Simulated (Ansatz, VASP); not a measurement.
**Hg in VASP and in Ansatz**

```xyz
1
Lattice="1.7528 1.0120 2.2634 -1.7528 1.0120 2.2634 0.0000 -2.0239 2.2634" Properties=species:S:1:pos:R:3 pbc="T T T"
Hg    0.0000    0.0000    0.0000
```

Change from the starting cell: volume scaled by 1.04.

Alike in both runs: task single point; functional LDA; k mesh 12 × 12 × 12; occupations fermi-dirac, width 0.03 eV; no spin polarisation.

|  | VASP | Ansatz |
| --- | --- | --- |
| version | VASP 6.6.1 | Ansatz 0.2.0 |
| potentials or method | VASP PAW LDA potentials, release 64 (Hg), cutoff 520 eV | all-electron LAPW, scalar-relativistic |

Ansatz gave:

- pressure (GPa): -3.1
- traceless stress, the component that is largest in VASP (GPa): -1.40

Which values does VASP return?

Pressure (GPa): -2.6; traceless stress, the component that is largest in VASP (GPa): -1.15.

LDA's correlation is that of Perdew and Zunger in VASP and of Perdew and Wang (1992) in Ansatz. Ansatz ran all-electron here, and VASP with PAW potentials.

Spin-orbit coupling is off throughout.
